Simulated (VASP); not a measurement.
Runs of VASP 6.6.1 on ZnS (Wurtzite-2H). The structure is that of space group P6_3mc (No. 186), or close to it. The cells are those of the table. 

```csv
cell,gap on the mesh (eV),pressure (GPa),largest force (eV/Å)
"a = 3.733, b = 3.733, c = 6.107 Å, angles 90.0, 90.0, 120.0°, 4 atoms",2.71,11.0,0.41
"a = 3.861, b = 3.861, c = 6.316 Å, angles 90.0, 90.0, 120.0°, 4 atoms",2.24,(a),0.28
"a = 3.886, b = 3.886, c = 6.356 Å, angles 90.0, 90.0, 120.0°, 4 atoms",(c),0.8,(b)
"a = 3.759, b = 3.759, c = 6.150 Å, angles 90.0, 90.0, 120.0°, 4 atoms",2.62,8.8,0.38
"a = 3.836, b = 3.836, c = 6.275 Å, angles 90.0, 90.0, 120.0°, 4 atoms",2.33,3.5,0.31
```

Alike in all rows: task single point; level RPBE; potentials or basis VASP PAW PBE potentials, release 64 (Zn, S); no spin polarisation; k mesh 6 × 6 × 3; cutoff (eV) 520; smearing gaussian 0.01 eV.

Problem. Fill in the values left out.

Solution. (a) 2.1; (b) 0.26; (c) 2.15.

Caveats: the PAW data sets were made with another functional, which shifts forces and pressure a little.

